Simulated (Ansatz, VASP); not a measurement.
# Two plane-wave programs on AlGa3N4

Contents of INCAR:

```
ALGO     = Normal         # electronic algorithm
EDIFF    = 1E-7           # SCF threshold, eV
ENCUT    = 520            # plane-wave cutoff, eV
GGA      = CA             # functional
ISIF     = 2              # what is computed and relaxed
ISMEAR   = 0              # smearing method
LASPH    = True           # aspherical terms in the spheres
LCHARG   = True           # write CHGCAR
LELF     = True           # ELF
LREAL    = False          # projectors in reciprocal space
LVHAR    = True         
LWAVE    = False          # write WAVECAR
NBANDS   = 41             # bands
NELM     = 100            # most SCF steps
PREC     = Accurate       # precision mode
SIGMA    = 0.05           # smearing width, eV
```

File KPOINTS:

```
k-points
0
Gamma
  6 6 6
```

The input POSCAR:

```
AlGa3N4
1.0
    4.3824846439     -0.1549363258     -0.1549363258
   -0.1549363258      4.3824846439     -0.1549363258
   -0.1549363258     -0.1549363258      4.3824846439
Al Ga N
1 3 4
Direct
    0.0000000000      0.0000000000      0.0000000000
    0.5000000000      0.5000000000      0.0000000000
    0.5000000000      0.0000000000      0.5000000000
    0.0000000000      0.5000000000      0.5000000000
    0.7548078379      0.7548078379      0.2451921621
    0.7548078379      0.2451921621      0.7548078379
    0.2451921621      0.7548078379      0.7548078379
    0.2451921621      0.2451921621      0.2451921621
```

Input for Ansatz:

```yaml
crystal:
  lattice:
    - [4.3824846439, -0.1549363258, -0.1549363258]
    - [-0.1549363258, 4.3824846439, -0.1549363258]
    - [-0.1549363258, -0.1549363258, 4.3824846439]
  atoms:
    - { symbol: Al, position: [0.0, 0.0, 0.0] }
    - { symbol: Ga, position: [0.5, 0.5, 0.0] }
    - { symbol: Ga, position: [0.5, 0.0, 0.5] }
    - { symbol: Ga, position: [0.0, 0.5, 0.5] }
    - { symbol: "N", position: [0.7548078379, 0.7548078379, 0.2451921621] }
    - { symbol: "N", position: [0.7548078379, 0.2451921621, 0.7548078379] }
    - { symbol: "N", position: [0.2451921621, 0.7548078379, 0.7548078379] }
    - { symbol: "N", position: [0.2451921621, 0.2451921621, 0.2451921621] }
basis:
  ecutwfc: 520.0
kpoints:
  mp_grid: { grid: [6, 6, 6] }
hamiltonian:
  xc: lda
  pseudopotentials: { kind: paw, azcp: { folder: soft_1 } }
scf:
  occupations: { method: gaussian, width: 0.05 }
output:
  forces: true
  stress: true
  eigenvalues: true
```

Change from the starting cell: equal engineering shear yz, xz and xy -0.0700, equal normal strain along x, y and z -0.0100.

Alike in both runs: task single point; functional LDA; k mesh 6 × 6 × 6; occupations gaussian, width 0.05 eV; no spin polarisation.

```csv
,VASP,Ansatz
version,VASP 6.6.1,Ansatz 0.2.0
potentials or method,"VASP PAW LDA potentials, release 64 (Al, Ga_d, N), cutoff 520 eV","scalar-relativistic, plane waves, PAW"
valence electrons in the cell,62,62
```

|  | VASP | Ansatz | Ansatz less VASP |
| --- | --- | --- | --- |
| gap on the k mesh at the Fermi level (eV) | 2.33 | 2.33 | -0.001 |
| least direct gap on the mesh (eV) | 2.33 | 2.33 | -0.001 |
| pressure (GPa) | 12.6 | 11.4 | -1.18 |
| traceless stress, the component that is largest in VASP (GPa) | 19.08 | 18.82 | -0.259 |
| rms of the force components (eV/Å) | 1.240 | 1.208 | -0.0322 |

Ansatz warns that its potentials were made for another functional, while VASP's fit it. LDA's correlation is that of Perdew and Zunger in VASP and of Perdew and Wang (1992) in Ansatz. Atom by atom the forces differ by 0.034 eV/Å (rms over components).
